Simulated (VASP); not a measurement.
SnSe, 2 atoms in the cell. The structure is tetragonal, space group I4mm (No. 107). The conventional cell has a = 4.493 Å, b = 4.493 Å, c = 6.174 Å, α = 90.00°, β = 90.00°, γ = 90.00°. Within 3.8 Å of Sn (site symmetry 4mm) lie 6 Se at 2.88 to 3.29 Å. Se (site symmetry 4mm) has 6 Sn at 2.88 to 3.29 Å within 3.8 Å.  This cell differs from its parent crystal: strained and its atoms moved.

- Program: VASP 6.6.1
- Task: single point
- Functional: PBE
- Potentials or basis: VASP PAW PBE potentials, release 64 (Sn_d, Se)
- Cutoff: 520 eV
- k mesh: 10 × 10 × 10
- Occupations: gaussian, width 0.05 eV
- Spin: no spin polarisation
- Dipole correction: no
- Further INCAR settings: ALGO = Normal; EDIFF = 1e-06; NBANDS = 17

Potentials or basis: VASP PAW PBE potentials, release 64 (Sn_d, Se).

Run with:

```sh
$ cat potpaw_PBE.64/Sn_d/POTCAR potpaw_PBE.64/Se/POTCAR > POTCAR
$ mpirun -np 1 vasp_std > vasp.out
```

Hardware: 1 thread of Intel(R) Xeon(R) 6975P-C (Granite Rapids) (shared host).

Problem. How long does it take, and how much memory?

Solution. Wall time 33 s on 1 thread of Intel(R) Xeon(R) 6975P-C (Granite Rapids) (shared host), peak memory 0.27 GiB. Counts: scf iterations 12, k points 102.
